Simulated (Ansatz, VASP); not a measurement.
## One calculation of Si2Ge2P, two programs

```
CELL_PARAMETERS angstrom
3.55055 -0.00338 -0.00169
-0.00621 6.05292 0.02175
-0.00422 0.02884 8.06938
ATOMIC_POSITIONS crystal
Si 0.49987 0.16691 0.82314
Si 0.99996 0.66690 0.82309
Si 0.00010 0.33320 0.17728
Si 0.50002 0.83321 0.17733
Ge 0.49963 0.16743 0.38800
Ge 0.99958 0.66735 0.38800
Ge 0.00038 0.33249 0.61178
Ge 0.50040 0.83254 0.61175
P 0.00006 0.99995 0.99984
P 0.50000 0.50001 0.99979
```

Change from the starting cell: cell x2, atoms moved at random (sigma 0.15 Å) and cell strained at random (1.5 %), then relaxed without symmetry.

Alike in both runs: functional PBE; k mesh 6 × 4 × 4; occupations gaussian, width 0.2 eV; no spin polarisation.

Ansatz relaxed the structure, and its values are those at the end. VASP's run is a single point on that final structure, the one shown.

```csv
,VASP,Ansatz
version,VASP 6.6.1,Ansatz 0.2.0
potentials or method,"VASP PAW PBE potentials, release 64 (Si, Ge_d, P), cutoff 520 eV","scalar-relativistic, plane waves, PAW"
valence electrons in the cell,82,82
```

Ansatz gave:

```
gap on the k mesh at the Fermi level (eV) : none
pressure (GPa)                            : 0.0
rms of the force components (eV/Å)        : 0.002
```

Problem. What did VASP give for the same quantities?

Solution. gap on the k mesh at the Fermi level (eV): none; pressure (GPa): 0.0; rms of the force components (eV/Å): 0.005.

A gap of «none» marks a metal or a gap that the smearing closes. With one functional, cell and mesh, what is left measures potentials, basis and numerics.
